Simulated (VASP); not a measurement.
# TaN (P-6m2) in VASP: a series of runs

Runs on TaN. Level: PBE. Tasks: electric field gradients.

All numbers are computed with VASP 6.6.1; they aren't measurements. Logs are shortened: lines on timing, memory, paths and dates and some standing lists are left out, and cuts for length are marked.

**1. The cell of the first run**

It takes space group P-6m2 (No. 187, hexagonal). The conventional cell has a = 2.938 Å, b = 2.938 Å, c = 2.883 Å, α = 90.00°, β = 90.00°, γ = 120.00°. Within 3.0 Å of Ta (site symmetry -6m2) lie 6 N at 2.23 Å and 8 Ta at 2.88 to 2.94 Å. N (site symmetry -6m2) has 6 Ta at 2.23 Å and 8 N at 2.88 to 2.94 Å within 3.0 Å.

**2. Electric field gradients, PBE**

INCAR

```
  PREC = Accurate
  ENCUT = 520
  EDIFF = 1E-8
  ISMEAR = -1
  SIGMA = 0.02
  LREAL = False
  LASPH = True
  NELM = 120
  ALGO = Normal
  ISIF = 2
  LWAVE = False
  LCHARG = False
  GGA = PE
  LEFG = True
  NBANDS = 16
  GGA_COMPAT = False
```

KPOINTS

```
Automatic mesh
0
Gamma
  12 12 10
```

POSCAR

```
TaN
1.0
    2.9379988584      0.0000000000      0.0000000000
   -1.4689994292      2.5443816477      0.0000000000
    0.0000000000      0.0000000000      2.8830000000
Ta N
1 1
Direct
    0.3333333333      0.6666666667      0.5000000000
    0.0000000000      0.0000000000      0.0000000000
```

Potentials or basis: VASP PAW PBE potentials, release 64 (Ta_sv_GW, N).

On the command line:

```
$ cat potpaw_PBE.64/Ta_sv_GW/POTCAR potpaw_PBE.64/N/POTCAR > POTCAR
$ mpirun -np 1 vasp_std > vasp.out
```

OUTCAR:

```text
PREC = Accurate
   ENCUT = 520
   EDIFF = 1E-8
   ISMEAR = -1
   LREAL = False
   LASPH = True
   NELM = 120
   ISIF = 2
   GGA = PE

 ion  position               nearest neighbor table
   1  0.333  0.667  0.500-   2 2.23   2 2.23   2 2.23   2 2.23   2 2.23   2 2.23
   2  0.000  0.000  0.000-   1 2.23   1 2.23   1 2.23   1 2.23   1 2.23   1 2.23

  LATTYP: Found a hexagonal cell.
 ALAT       =     2.9379988584
 C/A-ratio  =     0.9812801635

  Lattice vectors:

 A1 = (   2.9379988584,   0.0000000000,   0.0000000000)
 A2 = (  -1.4689994292,   2.5443816477,   0.0000000000)
 A3 = (   0.0000000000,   0.0000000000,   2.8830000000)

Analysis of symmetry for initial positions (statically):
=====================================================================
 Subroutine PRICEL returns:
 Original cell was already a primitive cell.

 Routine SETGRP: Setting up the symmetry group for a
 hexagonal supercell.

 Subroutine GETGRP returns: Found 12 space group operations
 (whereof 12 operations were pure point group operations)
 out of a pool of 24 trial point group operations.

The static configuration has the point symmetry D_3h.

Analysis of symmetry for dynamics (positions and initial velocities):
=====================================================================
 Subroutine PRICEL returns:
 Original cell was already a primitive cell.

 Routine SETGRP: Setting up the symmetry group for a
 hexagonal supercell.

 Subroutine GETGRP returns: Found 12 space group operations
 (whereof 12 operations were pure point group operations)
 out of a pool of 24 trial point group operations.

The dynamic configuration has the point symmetry D_3h.

 Subroutine INISYM returns: Found 12 space group operations
 (whereof 12 operations are pure point group operations),
 and found     1 'primitive' translations

----------------------------------------------------------------------------------------

                                     Primitive cell

  volume of cell :      21.5516

  direct lattice vectors                    reciprocal lattice vectors
     2.937998858  0.000000000  0.000000000     0.340367729  0.196511400  0.000000000
    -1.468999429  2.544381648  0.000000000     0.000000000  0.393022800  0.000000000
     0.000000000  0.000000000  2.883000000     0.000000000  0.000000000  0.346860909

  length of vectors
     2.937998858  2.937998858  2.883000000     0.393022800  0.393022800  0.346860909

  position of ions in fractional coordinates (direct lattice)
     0.333333333  0.666666667  0.500000000
     0.000000000  0.000000000  0.000000000

  ion indices of the primitive-cell ions
   primitive index   ion index
                 1           1
                 2           2

----------------------------------------------------------------------------------------

 KPOINTS: Automatic mesh

Automatic generation of k-mesh.
 Grid dimensions read from file:
 generate k-points for:   12   12   10

 Generating k-lattice:

  Cartesian coordinates                     Fractional coordinates (reciprocal lattice)
     0.028363977  0.016375950  0.000000000     0.083333333 -0.000000000  0.000000000
     0.000000000  0.032751900  0.000000000     0.000000000  0.083333333  0.000000000
     0.000000000  0.000000000  0.034686091     0.000000000  0.000000000  0.100000000

  Length of vectors
     0.032751900  0.032751900  0.034686091

  Shift w.r.t. Gamma in fractional coordinates (k-lattice)
     0.000000000  0.000000000  0.000000000

 Subroutine IBZKPT returns following result:
 ===========================================

 Found    114 irreducible k-points:

 Following reciprocal coordinates:
            Coordinates               Weight
  0.000000  0.000000  0.000000      1.000000
  0.083333  0.000000  0.000000      6.000000
  0.166667  0.000000  0.000000      6.000000
  0.250000  0.000000  0.000000      6.000000
  0.333333  0.000000  0.000000      6.000000
  0.416667  0.000000  0.000000      6.000000
[... 16 lines left out ...]
  0.250000  0.000000  0.100000     12.000000
  0.333333  0.000000  0.100000     12.000000
 [... further k-points ...]
   k-points           NKPTS =    114   k-points in BZ     NKDIM =    114   number of bands    NBANDS=     16
   number of dos      NEDOS =    301   number of ions     NIONS =      2
   total plane-waves  NPLWV =  13824
   dimension x,y,z NGX =    24 NGY =   24 NGZ =   24
   dimension x,y,z NGXF=    48 NGYF=   48 NGZF=   48
   ions per type =               1   1
   NGX,Y,Z   is equivalent  to a cutoff of  13.58, 13.58, 13.84 a.u.
   NGXF,Y,Z  is equivalent  to a cutoff of  27.16, 27.16, 27.68 a.u.
 SYSTEM =  unknown system
   PREC   = accura    normal or accurate (medium, high low for compatibility)
   ISTART =      0    job   : 0-new  1-cont  2-samecut
   ICHARG =      2    charge: 1-file 2-atom 10-const
   ISPIN  =      1    spin polarized calculation?
   LNONCOLLINEAR =      F non collinear calculations
   LSORBIT =      F    spin-orbit coupling
   LASPH  =      T    aspherical Exc in radial PAW
   ENCUT  =  520.0 eV  38.22 Ry    6.18 a.u.   5.46  5.46  5.36*2*pi/ulx,y,z
   NELM   =    120;   NELMIN=  2; NELMDL= -5     # of ELM steps
   EDIFF  = 0.1E-07   stopping-criterion for ELM
   LREAL  =      F    real-space projection
   EDIFFG = 0.1E-06   stopping-criterion for IOM
   NSW    =      0    number of steps for IOM
   IBRION =     -1    ionic relax: 0-MD 1-quasi-New 2-CG
   NFREE  =      0    steps in history (QN), initial steepest desc. (CG)
   ISIF   =      2    stress and relaxation
   ISYM   =      2    0-nonsym 1-usesym 2-fastsym
   POTIM  = 0.5000    time-step for ionic-motion
   TEBEG  =    0.0;   TEEND  =   0.0 temperature during run
   PSTRESS=    0.0 pullay stress
   NELECT =      18.0000    total number of electrons
   NUPDOWN=      -1.0000    fix difference up-down
   EMIN   =  10.00;   EMAX   =-10.00  energy-range for DOS
   EFERMI =   0.00;   METHOD = LEGACY
   ISMEAR =    -1;   SIGMA  =   0.02  broadening in eV -4-tet -1-fermi 0-gaus
   EFERMI_NEDOS =   21; number of points for ismear=-14 and -15
   IALGO  =     38    algorithm
   IMIX   =      4    mixing-type and parameters
     AMIX     =   0.40;   BMIX     =  1.00
     AMIX_MAG =   1.60;   BMIX_MAG =  1.00
  volume/ion in A,a.u.               =      10.78        72.72
  Fermi-wavevector in a.u.,A,eV,Ry     =   1.541722  2.913433 32.339793  2.376908
  Thomas-Fermi vector in A             =   2.647628
   LORBIT       =      0    0 simple, 1 ext, 2 COOP (PROOUT), +10 PAW based schemes
   GGA     = PE    functional components
   LHFCALC =     F    Hartree Fock is set to
   AEXX    =    0.0000 exact exchange contribution
   IVDW    =     0    specifies the selected vdW correction
   LEPSILON=     F    determine dielectric tensor
   LRPA    =     F    only Hartree local field effects (RPA)
 non-spin polarized calculation
  energy-cutoff  :      520.00
  volume of cell :       21.55
 maximum number of plane-waves:       599
 NGX is ok and might be reduce to    24
   NGX = 11   NGY = 11   NGZ = 11

 number of electron      17.9999999 magnetization

 Free energy of the ion-electron system (eV)
  ---------------------------------------------------
  ext. energy  EPLUGINS =         0.00000000
  ---------------------------------------------------
  free energy    TOTEN  =       -24.95742982 eV

  energy without entropy =      -24.95734402  energy(sigma->0) =      -24.95738692

 E-fermi :  12.5598     XC(G=0): -13.6835

 val. band max:       12.4600164498   @ k =   0.0000   0.0000   0.4000
 cond. band min:      12.5753254109   @ k =   0.3333   0.3333   0.0000
 fundamental gap:      0.1153089611
 Fermi energy:        12.5598179423

 k-point     1 :       0.0000    0.0000    0.0000
  band No.  band energies     occupation
      1     -56.0981      2.00000
      2     -22.3769      2.00000
      3     -22.1187      2.00000
      4     -22.1187      2.00000
      5      -5.3098      2.00000
      6       7.8889      2.00000
[... 8 lines left out ...]
     15      25.3892      0.00000
     16      28.6244      0.00000
[... 419 lines left out ...]
 k-point    24 :       0.3333    0.0000    0.1000
  band No.  band energies     occupation
      1     -56.0365      2.00000
      2     -22.8926      2.00000
      3     -22.3544      2.00000
      4     -22.2847      2.00000
      5      -3.5884      2.00000
      6       4.9096      2.00000
[... 8 lines left out ...]
     15      25.5570      0.00000
     16      28.4565      0.00000

 [... further k-points ...]

------------------------ aborting loop because EDIFF is reached ----------------------------------------

  FORCE on cell =-STRESS in cart. coord.  units (eV):
  Direction    XX          YY          ZZ          XY          YZ          ZX
  --------------------------------------------------------------------------------------
  -------------------------------------------------------------------------------------
  Total        0.5364091      0.5364091      0.6965650      0.0000000      0.0000000      0.0000000
  in kB       39.8775250     39.8775250     51.7837783      0.0000000      0.0000000      0.0000000
  external PRESSURE =      43.8462761 kB  Pullay stress =       0.0000000 kB

 VOLUME and BASIS-vectors are now :
 -----------------------------------------------------------------------------
  energy-cutoff  :      520.00
  volume of cell :       21.55
      direct lattice vectors                 reciprocal lattice vectors
     2.937998858  0.000000000  0.000000000     0.340367729  0.196511400  0.000000000
    -1.468999429  2.544381648  0.000000000     0.000000000  0.393022800  0.000000000
     0.000000000  0.000000000  2.883000000     0.000000000  0.000000000  0.346860909

 POSITION                                       TOTAL-FORCE (eV/Angst)
 -----------------------------------------------------------------------------------
     -0.00000      1.69625      1.44150        -0.000000      0.000000      0.000000
      0.00000      0.00000      0.00000         0.000000     -0.000000      0.000000
 -----------------------------------------------------------------------------------
    total drift:                                0.000000     -0.000000     -0.000000

  FREE ENERGIE OF THE ION-ELECTRON SYSTEM (eV)
  ---------------------------------------------------
  free  energy   TOTEN  =       -24.9574298190 eV

  energy  without entropy=      -24.9573440194  energy(sigma->0) =      -24.95738692

 Electric field gradients (V/A^2)
---------------------------------------------------------------------
 ion       V_xx      V_yy      V_zz      V_xy      V_xz      V_yz
---------------------------------------------------------------------
   1     -17.403   -17.403    34.805     0.000     0.000    -0.000
   2      -0.291    -0.290     0.581     0.001     0.000    -0.000
---------------------------------------------------------------------

 Electric field gradients after diagonalization (V/A^2)
 (convention: |V_zz| > |V_xx| > |V_yy|)
----------------------------------------------------------------------
 ion       V_xx      V_yy      V_zz     asymmetry (V_yy - V_xx)/ V_zz
----------------------------------------------------------------------
   1     -17.403   -17.403    34.805       0.000
   2      -0.291    -0.289     0.581       0.004
----------------------------------------------------------------------

           NMR quadrupolar parameters

 Cq : quadrupolar parameter    Cq=e*Q*V_zz/h
 eta: asymmetry parameters     (V_yy - V_xx)/ V_zz
 Q  : nuclear electric quadrupole moment in mb (millibarn)
----------------------------------------------------------------------
 ion       Cq(MHz)       eta       Q (mb)
----------------------------------------------------------------------
   1       0.084       0.000       1.000
   2       0.001       0.004       1.000
----------------------------------------------------------------------
```

Run time: 27 s. Hardware: 1 thread of Intel Xeon Platinum 8488C (Sapphire Rapids), shared host; peak memory 0.17 GiB.

Results:

```yaml
Free_energy: -24.9574 eV
Pressure: 4.4 GPa
Band_gap_on_the_k_mesh: zero (bands 9 and 10 overlap by 0.50 eV)
Largest_electric_field_gradient_by_atom: Ta +34.8; N +0.6 V/Å²
```

Levels at points of the mesh, in eV from the Fermi level:
```
           k point  band 6  band 7  band 8  band 9  band 10  band 11  band 12  band 13
(0.00, 0.00, 0.00)   -4.67   -4.67   -4.31   -3.04     2.09     3.47     3.47     3.91
(0.50, 0.00, 0.00)   -8.38   -5.29   -3.58   -3.29     2.92     3.91     5.10     5.20
(0.00, 0.00, 0.50)   -9.45   -3.86   -3.86   -0.19    -0.19     2.28     3.22     3.22
(0.50, 0.00, 0.50)   -7.42   -6.29   -5.79   -0.46     4.05     5.25     5.94     6.97
```

Electric field gradients, principal values (V/Å²):
```tsv
atom	least	middle	greatest (by size)
1 Ta	-17.403	-17.403	34.805
2 N	-0.289	-0.291	0.581
```

Caveat: the cell stands under pressure; without QUAD_EFG the Cq values of the log hold for a quadrupole moment of 1 mb, not for the nuclei; spin-orbit coupling is left out, which moves the levels of the heavy elements.

(Continued in part 2 of 2.)

The gap in the log of VASP goes by the Fermi energy; the results here count the filled bands.